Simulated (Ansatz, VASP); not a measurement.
# One calculation of Ge, two programs

```
CELL_PARAMETERS angstrom
0.00000 2.83788 2.83788
2.83788 0.00000 2.83788
2.83788 2.83788 0.00000
ATOMIC_POSITIONS crystal
Ge 0.00000 0.00000 0.00000
Ge 0.25000 0.25000 0.25000
```

Alike in both runs: functional PBEsol; k mesh 14 × 14 × 14; occupations gaussian, width 0.1 eV; no spin polarisation.

Ansatz relaxed the structure, and its values are those at the end. VASP's run is a single point on that final structure, the one shown.

|  | VASP | Ansatz |
| --- | --- | --- |
| version | VASP 6.6.1 | Ansatz 0.2.0 |
| potentials or method | VASP PAW PBE potentials, release 64 (Ge_d), cutoff 520 eV | scalar-relativistic, plane waves, PAW |
| valence electrons in the cell | 28 | 28 |

|  | VASP | Ansatz | Ansatz less VASP |
| --- | --- | --- | --- |
| gap on the k mesh at the Fermi level (eV) | none | none | - |
| pressure (GPa) | -0.4 | 0.0 | +0.42 |

VASP's potentials were made for PBE, not for PBEsol. A gap of «none» marks a metal or a gap that the smearing closes.
